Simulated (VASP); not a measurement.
# La (P6_3/mmc) in VASP: single point with PBE

Aim: the single point of La with PBE.

Everything below comes from runs of VASP 6.6.1. Logs are shortened: lines on timing, memory, paths and dates and some standing lists are left out, and cuts for length are marked.

## Step 1: The cell of the first run

Symmetry: P6_3/mmc, No. 194, hexagonal system. The conventional cell has a = 3.770 Å, b = 3.770 Å, c = 12.159 Å, α = 90.00°, β = 90.00°, γ = 120.00°. Within 4.9 Å of La (site symmetry -3m) lie 12 La at 3.74 to 3.77 Å. Within 4.9 Å of La (site symmetry -6m2) lie 12 La at 3.74 to 3.77 Å.

## Step 2: Single point, PBE

Input file POSCAR:

```
La
1.0
    3.7700018307      0.0000000000      0.0000000000
   -1.8850009153      3.2649173577      0.0000000000
    0.0000000000      0.0000000000     12.1590000000
La
4
Direct
    0.0000000000      0.0000000000      0.0000000000
    0.0000000000      0.0000000000      0.5000000000
    0.3333333333      0.6666666667      0.7500000000
    0.6666666667      0.3333333333      0.2500000000
```

Input file INCAR.step1:

```
SYSTEM = La
ALGO = Normal
EDIFF = 1E-7
ENCUT = 520
GGA = PE
ISIF = 2
ISMEAR = -1
LASPH = .True.
LCHARG = .True.
LMAXMIX = 6
LREAL = .False.
LWAVE = .False.
NBANDS = 30
NELM = 60
PREC = Accurate
SIGMA = 0.03
```

Input file KPOINTS.step1:

```
k-points
0
Gamma
  11 11 3
  0 0 0
```

Input file INCAR.step2:

```
SYSTEM = La
ALGO = Normal
EDIFF = 1E-7
ENCUT = 520
GGA = PE
ICHARG = 11
ISIF = 2
ISMEAR = -5
LASPH = .True.
LCHARG = .False.
LMAXMIX = 6
LORBIT = 11
LREAL = .False.
LWAVE = .False.
NEDOS = 2001
NELM = 60
PREC = Accurate
SIGMA = 0.03
```

Input file KPOINTS.step2:

```
k-points
0
Gamma
  17 17 5
  0 0 0
```

Potentials or basis: VASP PAW PBE potentials, release 64 (La).

Started as:

```sh
cat potpaw_PBE.64/La/POTCAR > POTCAR
cp INCAR.step1 INCAR
cp KPOINTS.step1 KPOINTS
mpirun -np 1 vasp_std > vasp.out
cp INCAR.step2 INCAR
cp KPOINTS.step2 KPOINTS
mpirun -np 1 vasp_std > vasp.out
```

OUTCAR:

```text
SYSTEM = La
   EDIFF = 1E-7
   ENCUT = 520
   GGA = PE
   ICHARG = 11
   ISIF = 2
   ISMEAR = -5
   LASPH = .True.
   LORBIT = 11
   LREAL = .False.
   NELM = 60
   PREC = Accurate

 ion  position               nearest neighbor table
   1  0.000  0.000  0.000-
   2  0.000  0.000  0.500-
   3  0.333  0.667  0.750-
   4  0.667  0.333  0.250-

  LATTYP: Found a hexagonal cell.
 ALAT       =     3.7700018307
 C/A-ratio  =     3.2251973728

  Lattice vectors:

 A1 = (   3.7700018307,   0.0000000000,   0.0000000000)
 A2 = (  -1.8850009153,   3.2649173577,   0.0000000000)
 A3 = (   0.0000000000,   0.0000000000,  12.1590000000)

Analysis of symmetry for initial positions (statically):
=====================================================================
 Subroutine PRICEL returns:
 Original cell was already a primitive cell.

 Routine SETGRP: Setting up the symmetry group for a
 hexagonal supercell.

 Subroutine GETGRP returns: Found 24 space group operations
 (whereof 12 operations were pure point group operations)
 out of a pool of 24 trial point group operations.

The static configuration has the point symmetry D_3d.
 The point group associated with its full space group is D_6h.

Analysis of symmetry for dynamics (positions and initial velocities):
=====================================================================
 Subroutine PRICEL returns:
 Original cell was already a primitive cell.

 Routine SETGRP: Setting up the symmetry group for a
 hexagonal supercell.

 Subroutine GETGRP returns: Found 24 space group operations
 (whereof 12 operations were pure point group operations)
 out of a pool of 24 trial point group operations.

The dynamic configuration has the point symmetry D_3d.
 The point group associated with its full space group is D_6h.

 Subroutine INISYM returns: Found 24 space group operations
 (whereof 12 operations are pure point group operations),
 and found     1 'primitive' translations

----------------------------------------------------------------------------------------

                                     Primitive cell

  volume of cell :     149.6620

  direct lattice vectors                    reciprocal lattice vectors
     3.770001831  0.000000000  0.000000000     0.265251861  0.153143233  0.000000000
    -1.885000915  3.264917358  0.000000000     0.000000000  0.306286466  0.000000000
     0.000000000  0.000000000 12.159000000     0.000000000  0.000000000  0.082243606

  length of vectors
     3.770001831  3.770001831 12.159000000     0.306286466  0.306286466  0.082243606

  position of ions in fractional coordinates (direct lattice)
     0.000000000  0.000000000  0.000000000
     0.000000000  0.000000000  0.500000000
     0.333333333  0.666666667  0.750000000
     0.666666667  0.333333333  0.250000000

  ion indices of the primitive-cell ions
   primitive index   ion index
                 1           1
                 2           2
                 3           3
                 4           4

----------------------------------------------------------------------------------------

 KPOINTS: k-points

Automatic generation of k-mesh.
 Grid dimensions read from file:
 generate k-points for:   17   17    5

 Generating k-lattice:

  Cartesian coordinates                     Fractional coordinates (reciprocal lattice)
     0.015603051  0.009008425  0.000000000     0.058823529 -0.000000000  0.000000000
     0.000000000  0.018016851  0.000000000     0.000000000  0.058823529  0.000000000
     0.000000000  0.000000000  0.016448721     0.000000000  0.000000000  0.200000000

  Length of vectors
     0.018016851  0.018016851  0.016448721

  Shift w.r.t. Gamma in fractional coordinates (k-lattice)
     0.000000000  0.000000000  0.000000000

 TETIRR: Found   1343 inequivalent tetrahedra from     8670

 Subroutine IBZKPT returns following result:
 ===========================================

 Found     99 irreducible k-points:

 Following reciprocal coordinates:
            Coordinates               Weight
  0.000000  0.000000  0.000000      1.000000
  0.058824 -0.000000  0.000000      6.000000
  0.117647  0.000000  0.000000      6.000000
  0.176471 -0.000000  0.000000      6.000000
  0.235294  0.000000  0.000000      6.000000
  0.294118 -0.000000  0.000000      6.000000
[... 16 lines left out ...]
  0.411765  0.117647  0.000000     12.000000
  0.176471  0.176471  0.000000      6.000000
 [... further k-points ...]
   k-points           NKPTS =     99   k-points in BZ     NKDIM =     99   number of bands    NBANDS=     26
   number of dos      NEDOS =   2001   number of ions     NIONS =      4
   total plane-waves  NPLWV =  70560
   dimension x,y,z NGX =    28 NGY =   28 NGZ =   90
   dimension x,y,z NGXF=    56 NGYF=   56 NGZF=  180
   ions per type =               4
   NGX,Y,Z   is equivalent  to a cutoff of  12.35, 12.35, 12.31 a.u.
   NGXF,Y,Z  is equivalent  to a cutoff of  24.69, 24.69, 24.61 a.u.
 SYSTEM =  La
   PREC   = accura    normal or accurate (medium, high low for compatibility)
   ISTART =      0    job   : 0-new  1-cont  2-samecut
   ICHARG =     11    charge: 1-file 2-atom 10-const
   ISPIN  =      1    spin polarized calculation?
   LNONCOLLINEAR =      F non collinear calculations
   LSORBIT =      F    spin-orbit coupling
   LASPH  =      T    aspherical Exc in radial PAW
   ENCUT  =  520.0 eV  38.22 Ry    6.18 a.u.   7.01  7.01 22.61*2*pi/ulx,y,z
   NELM   =     60;   NELMIN=  2; NELMDL=  0     # of ELM steps
   EDIFF  = 0.1E-06   stopping-criterion for ELM
   LREAL  =      F    real-space projection
   EDIFFG = 0.1E-05   stopping-criterion for IOM
   NSW    =      0    number of steps for IOM
   IBRION =     -1    ionic relax: 0-MD 1-quasi-New 2-CG
   NFREE  =      0    steps in history (QN), initial steepest desc. (CG)
   ISIF   =      2    stress and relaxation
   ISYM   =      2    0-nonsym 1-usesym 2-fastsym
   POTIM  = 0.5000    time-step for ionic-motion
   TEBEG  =    0.0;   TEEND  =   0.0 temperature during run
   PSTRESS=    0.0 pullay stress
   NELECT =      44.0000    total number of electrons
   NUPDOWN=      -1.0000    fix difference up-down
   EMIN   =  10.00;   EMAX   =-10.00  energy-range for DOS
   EFERMI =   0.00;   METHOD = LEGACY
   ISMEAR =    -5;   SIGMA  =   0.03  broadening in eV -4-tet -1-fermi 0-gaus
   EFERMI_NEDOS =   21; number of points for ismear=-14 and -15
   IALGO  =     38    algorithm
   IMIX   =      4    mixing-type and parameters
     AMIX     =   0.40;   BMIX     =  1.00
     AMIX_MAG =   1.60;   BMIX_MAG =  1.00
  volume/ion in A,a.u.               =      37.42       252.49
  Fermi-wavevector in a.u.,A,eV,Ry     =   1.088567  2.057093 16.122608  1.184978
  Thomas-Fermi vector in A             =   2.224751
   LORBIT       =     11    0 simple, 1 ext, 2 COOP (PROOUT), +10 PAW based schemes
   GGA     = PE    functional components
   LHFCALC =     F    Hartree Fock is set to
   AEXX    =    0.0000 exact exchange contribution
   IVDW    =     0    specifies the selected vdW correction
   LEPSILON=     F    determine dielectric tensor
   LRPA    =     F    only Hartree local field effects (RPA)
 non-spin polarized calculation
 Fermi weights with tetrahedron method with Bloechl corrections
  energy-cutoff  :      520.00
  volume of cell :      149.66
 maximum number of plane-waves:      4067
 NGX is ok and might be reduce to    28

 number of electron      44.0000000 magnetization

 Free energy of the ion-electron system (eV)
  ---------------------------------------------------
  ext. energy  EPLUGINS =         0.00000000
  ---------------------------------------------------
  free energy    TOTEN  =       -19.53740936 eV

  energy without entropy =      -19.53740936  energy(sigma->0) =      -19.53740936

 E-fermi :   7.8267     XC(G=0):  -9.5315

 val. band max:        7.8361567787   @ k =   0.1176   0.0588   0.2000
 cond. band min:       7.7465291563   @ k =   0.4118   0.1765   0.0000
 fundamental gap:     -0.0896276223
 Fermi energy:         7.8267155950

 k-point     1 :       0.0000    0.0000    0.0000
  band No.  band energies     occupation
      1     -25.0902      2.00000
      2     -24.9930      2.00000
      3     -24.9914      2.00000
      4     -24.8910      2.00000
      5      -9.4654      2.00000
      6      -8.8180      2.00000
[... 18 lines left out ...]
     25       9.1002      0.00000
     26       9.1658      0.00000

 k-point     2 :       0.0588   -0.0000    0.0000
  band No.  band energies     occupation
      1     -25.0848      2.00000
      2     -24.9890      2.00000
      3     -24.9874      2.00000
      4     -24.8885      2.00000
      5      -9.4512      2.00000
      6      -8.8222      2.00000
[... 18 lines left out ...]
     25       8.8902      0.00000
     26       9.1235      0.00000

 k-point     3 :       0.1176    0.0000    0.0000
  band No.  band energies     occupation
      1     -25.0691      2.00000
      2     -24.9774      2.00000
      3     -24.9759      2.00000
      4     -24.8814      2.00000
      5      -9.4094      2.00000
      6      -8.8399      2.00000
[... 18 lines left out ...]
     25       8.6184      0.00000
     26       9.0769      0.00000

 k-point     4 :       0.1765   -0.0000    0.0000
  band No.  band energies     occupation
      1     -25.0447      2.00000
      2     -24.9598      2.00000
      3     -24.9583      2.00000
      4     -24.8710      2.00000
      5      -9.3431      2.00000
      6      -8.8871      2.00000
[... 18 lines left out ...]
     25       8.4192      0.00000
     26       8.8298      0.00000

 k-point     5 :       0.2353    0.0000    0.0000
  band No.  band energies     occupation
      1     -25.0142      2.00000
      2     -24.9384      2.00000
      3     -24.9369      2.00000
      4     -24.8593      2.00000
      5      -9.2593      2.00000
      6      -8.9833      2.00000
[... 18 lines left out ...]
     25       8.5018      0.00000
     26       8.6353      0.00000

 k-point     6 :       0.2941   -0.0000    0.0000
  band No.  band energies     occupation
      1     -24.9809      2.00000
      2     -24.9161      2.00000
      3     -24.9147      2.00000
      4     -24.8486      2.00000
      5      -9.1914      2.00000
      6      -9.1173      2.00000
[... 427 lines left out ...]
 k-point    21 :       0.2941    0.1176    0.0000
  band No.  band energies     occupation
      1     -24.9395      2.00000
      2     -24.8904      2.00000
      3     -24.8891      2.00000
      4     -24.8395      2.00000
      5      -9.2344      2.00000
      6      -9.2268      2.00000
[... 18 lines left out ...]
     25       8.3397      0.00000
     26       8.7998      0.00000

 k-point    22 :       0.3529    0.1176    0.0000
  band No.  band energies     occupation
      1     -24.9134      2.00000
      2     -24.8762      2.00000
      3     -24.8749      2.00000
      4     -24.8374      2.00000
      5      -9.3263      2.00000
      6      -9.3051      2.00000
[... 18 lines left out ...]
     25       8.4609      0.00000
     26       8.7574      0.00000

 k-point    23 :       0.4118    0.1176    0.0000
  band No.  band energies     occupation
      1     -24.8974      2.00000
      2     -24.8685      2.00000
      3     -24.8673      2.00000
      4     -24.8382      2.00000
      5      -9.3768      2.00000
      6      -9.3487      2.00000
[... 18 lines left out ...]
     25       8.4569      0.00000
     26       8.7328      0.00000

 k-point    24 :       0.1765    0.1765    0.0000
  band No.  band energies     occupation
      1     -24.9733      2.00000
      2     -24.9111      2.00000
      3     -24.9097      2.00000
      4     -24.8465      2.00000
      5      -9.1352      2.00000
      6      -9.0903      2.00000
[... 18 lines left out ...]
     25       8.1162      0.00000
     26       8.1291      0.00000

 [... further k-points ...]
[... 5 lines left out ...]
  --------------------------------------------------------------------------------------
  -------------------------------------------------------------------------------------
  Total       -0.1240710     -0.1240710      0.0536788     -0.0000000      0.0000000      0.0000000
  in kB       -1.3282171     -1.3282171      0.5746476     -0.0000000      0.0000000      0.0000000
  external PRESSURE =      -0.6939289 kB  Pullay stress =       0.0000000 kB

 VOLUME and BASIS-vectors are now :
 -----------------------------------------------------------------------------
  energy-cutoff  :      520.00
  volume of cell :      149.66
      direct lattice vectors                 reciprocal lattice vectors
     3.770001831  0.000000000  0.000000000     0.265251861  0.153143233  0.000000000
    -1.885000915  3.264917358  0.000000000     0.000000000  0.306286466  0.000000000
     0.000000000  0.000000000 12.159000000     0.000000000  0.000000000  0.082243606

 POSITION                                       TOTAL-FORCE (eV/Angst)
 -----------------------------------------------------------------------------------
      0.00000      0.00000      0.00000         0.000000      0.000000      0.000000
      0.00000      0.00000      6.07950         0.000000      0.000000      0.000000
     -0.00000      2.17661      9.11925         0.000000     -0.000000      0.000000
      1.88500      1.08831      3.03975        -0.000000      0.000000     -0.000000
 -----------------------------------------------------------------------------------
    total drift:                               -0.000000      0.000000     -0.000000

  FREE ENERGIE OF THE ION-ELECTRON SYSTEM (eV)
  ---------------------------------------------------
  free  energy   TOTEN  =       -19.5374093603 eV

  energy  without entropy=      -19.5374093603  energy(sigma->0) =      -19.53740936

 total charge

# of ion       s       p       d       f       tot
--------------------------------------------------
    1        2.066   5.554   0.888   0.087   8.594
    2        2.066   5.554   0.888   0.087   8.594
    3        2.067   5.560   0.877   0.078   8.582
    4        2.067   5.560   0.877   0.078   8.582
--------------------------------------------------
tot          8.266  22.227   3.530   0.330  34.352
```

It took 5.9 min on 1 thread of Intel Xeon 6975P-C (Granite Rapids), shared host; peak memory 0.48 GiB.

What came out:

```
Valence electrons inside the program's atomic spheres : La 8.59, 8.58 (each value once)
```

Caveat: spin-orbit coupling is left out, which moves the levels of the heavy elements; tetrahedron occupations give inexact forces and stress in metals.
